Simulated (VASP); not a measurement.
# SnO (Pmn2_1) in VASP: a series of runs, part 2 of 2

VASP 6.6.1.

### 5 Single point, PBEsol

INCAR reads:

```
  PREC = Accurate
  ENCUT = 1340
  EDIFF = 1E-6
  ISMEAR = 0
  SIGMA = 0.01
  LREAL = F
  LASPH = T
  NELM = 120
  ALGO = Normal
  ISIF = 2
  LWAVE = F
  LCHARG = T
  GGA = PS
  LELF = T
  LVHAR = T
  NBANDS = 28
  GGA_COMPAT = F
```

KPOINTS reads:

```
Automatic mesh
0
Gamma
  8 4 6
```

POSCAR reads:

```
SnO
1.0
    3.3550000000      0.0000000000      0.0000000000
    0.0000000000      5.6741000000      0.0000000000
    0.0000000000      0.0000000000      4.2219700000
Sn O
2 2
Direct
    0.0000000000      0.2319100000      0.5131400000
    0.5000000000      0.7680900000      0.0131400000
    0.0000000000      0.8912500000      0.7368600000
    0.5000000000      0.1087500000      0.2368600000
```

Potentials or basis: VASP PAW PBE potentials, release 64 (Sn_d, O_h).

Command:

```console
$ cat potpaw_PBE.64/Sn_d/POTCAR potpaw_PBE.64/O_h/POTCAR > POTCAR
$ mpirun -np 1 vasp_std > vasp.out
```

OUTCAR:

```text
PREC = Accurate
   ENCUT = 1340
   EDIFF = 1E-6
   ISMEAR = 0
   LREAL = F
   LASPH = T
   NELM = 120
   ISIF = 2
   GGA = PS

 ion  position               nearest neighbor table
   1  0.000  0.232  0.513-   3 2.15   4 2.16   4 2.16
   2  0.500  0.768  0.013-   4 2.15   3 2.16   3 2.16
   3  0.000  0.891  0.737-   1 2.15   2 2.16   2 2.16
   4  0.500  0.109  0.237-   2 2.15   1 2.16   1 2.16

  LATTYP: Found a simple orthorhombic cell.
 ALAT       =     3.3550000000
 B/A-ratio  =     1.2584113264
 C/A-ratio  =     1.6912369598

  Lattice vectors:

 A1 = (  -3.3550000000,   0.0000000000,   0.0000000000)
 A2 = (   0.0000000000,   0.0000000000,   4.2219700000)
 A3 = (   0.0000000000,   5.6741000000,   0.0000000000)

Analysis of symmetry for initial positions (statically):
=====================================================================
 Subroutine PRICEL returns:
 Original cell was already a primitive cell.

[... 165 lines left out ...]
 number of electron      40.0000002 magnetization

 Free energy of the ion-electron system (eV)
  ---------------------------------------------------
  ext. energy  EPLUGINS =         0.00000000
  ---------------------------------------------------
  free energy    TOTEN  =       -23.81287624 eV

  energy without entropy =      -23.81287624  energy(sigma->0) =      -23.81287624

 E-fermi :   5.0050     XC(G=0):  -9.7668

 val. band max:        4.8981839737   @ k =   0.0000   0.0000   0.0000
 cond. band min:       6.2300857152   @ k =   0.3750   0.5000   0.0000
 fundamental gap:      1.3319017415
 Fermi energy:         5.0049914867

 k-point     1 :       0.0000    0.0000    0.0000
  band No.  band energies     occupation
      1     -16.2235      2.00000
      2     -15.8968      2.00000
      3     -15.8130      2.00000
      4     -15.7866      2.00000
      5     -15.7592      2.00000
      6     -15.7279      2.00000
[... 733 lines left out ...]
     27      13.7465      0.00000
     28      14.7244      0.00000

 [... further k-points ...]
[... 5 lines left out ...]
  --------------------------------------------------------------------------------------
  -------------------------------------------------------------------------------------
  Total       -1.7813140     -1.3105555     -1.2878230      0.0000000      0.0000000      0.0000000
  in kB      -35.5096517    -26.1253030    -25.6721420      0.0000000      0.0000000      0.0000000
  external PRESSURE =     -29.1023656 kB  Pullay stress =       0.0000000 kB

 VOLUME and BASIS-vectors are now :
 -----------------------------------------------------------------------------
  energy-cutoff  :     1340.00
  volume of cell :       80.37
      direct lattice vectors                 reciprocal lattice vectors
     3.355000000  0.000000000  0.000000000     0.298062593  0.000000000  0.000000000
     0.000000000  5.674100000  0.000000000     0.000000000  0.176239404  0.000000000
     0.000000000  0.000000000  4.221970000     0.000000000  0.000000000  0.236856254

 POSITION                                       TOTAL-FORCE (eV/Angst)
 -----------------------------------------------------------------------------------
      0.00000      1.31588      2.16646         0.000000     -0.343757     -0.098847
      1.67750      4.35822      0.05548         0.000000      0.343757     -0.098847
      0.00000      5.05704      3.11100         0.000000      0.121541      0.098847
      1.67750      0.61706      1.00002         0.000000     -0.121541      0.098847
 -----------------------------------------------------------------------------------
    total drift:                               -0.000000     -0.000000      0.000073

  FREE ENERGIE OF THE ION-ELECTRON SYSTEM (eV)
  ---------------------------------------------------
  free  energy   TOTEN  =       -23.8128762381 eV

  energy  without entropy=      -23.8128762381  energy(sigma->0) =      -23.81287624
```

stdout:

```text
POSCAR found type information on POSCAR SnO
 POSCAR found :  2 types and       4 ions
 scaLAPACK will be used
 -----------------------------------------------------------------------------
|                                                                             |
|                                                                             |
|     You enforced a specific xc type in the INCAR file but a different       |
|     I HOPE YOU KNOW WHAT YOU ARE DOING!                                     |
|                                                                             |
 -----------------------------------------------------------------------------

 LDA part: xc-table for (Slater+PW92), standard interpolation
 POSCAR, INCAR and KPOINTS ok, starting setup
 FFT: planning ... GRIDC
 FFT: planning ... GRID_SOFT
 FFT: planning ... GRID
 WAVECAR not read
 entering main loop
```

Wall time 4.8 min (1 thread of AMD EPYC 9R45 (Zen 5), shared host); peak memory 0.65 GiB.

What came out:

| Item | Value |
| --- | --- |
| Free energy | -23.8129 eV |
| Pressure | -2.9 GPa |
| Largest force | 0.358 eV/Å |
| Band gap on the k mesh | 1.33 eV (least direct gap 1.97 eV) |

Forces in eV/Å, atoms in the order of the input:
```
Sn   0.000 -0.344 -0.099
Sn   0.000  0.344 -0.099
O    0.000  0.122  0.099
O    0.000 -0.122  0.099
```

Levels at points of the mesh, in eV from the valence-band top:
| k point | band 18 | band 19 | band 20 | band 21 | band 22 | band 23 |
| --- | --- | --- | --- | --- | --- | --- |
| (0.00, 0.00, 0.00) | -2.64 | -2.05 | 0.00 | 2.61 | 3.11 | 5.82 |
| (0.50, 0.00, 0.00) | -2.58 | -1.25 | -1.25 | 2.53 | 2.53 | 5.49 |
| (0.00, 0.50, 0.00) | -2.66 | -1.59 | -1.38 | 3.27 | 3.86 | 4.80 |
| (0.50, 0.50, 0.00) | -2.66 | -0.91 | -0.91 | 1.84 | 1.84 | 6.23 |
| (0.00, 0.00, 0.50) | -3.20 | -1.66 | -1.66 | 2.61 | 2.61 | 5.17 |
| (0.50, 0.00, 0.50) | -3.16 | -1.08 | -1.08 | 2.06 | 2.06 | 4.56 |
| (0.00, 0.50, 0.50) | -2.93 | -1.51 | -1.51 | 1.87 | 1.87 | 5.92 |
| (0.50, 0.50, 0.50) | -3.43 | -0.43 | -0.43 | 2.38 | 2.38 | 4.10 |

Caveat: the PAW data sets were made with another functional, which shifts forces and pressure a little; spin-orbit coupling is left out, which moves the levels of the heavy elements. A k mesh can miss the band edges.

### 6 The runs side by side

| k mesh | gap on the mesh (eV) | pressure (GPa) | largest force (eV/Å) |
| --- | --- | --- | --- |
| 2 × 2 × 2 | 1.84 | -2.5 | 0.21 |
| 4 × 4 × 4 | 1.64 | -3.0 | 0.35 |
| 4 × 2 × 4 | 1.84 | -3.1 | 0.35 |
| 8 × 4 × 6 | 1.33 | -2.9 | 0.36 |

Alike in all rows: task single point; level PBEsol; potentials or basis VASP PAW PBE potentials, release 64 (Sn_d, O_h); no spin polarisation; cell as given; cutoff (eV) 1340; smearing gaussian 0.01 eV.

Caveats: some runs use coarse meshes; the PAW data sets were made with another functional, which shifts forces and pressure a little; spin-orbit coupling is left out, which moves the levels of the heavy elements.

Absolute energies hang on the potentials; compare differences alone.
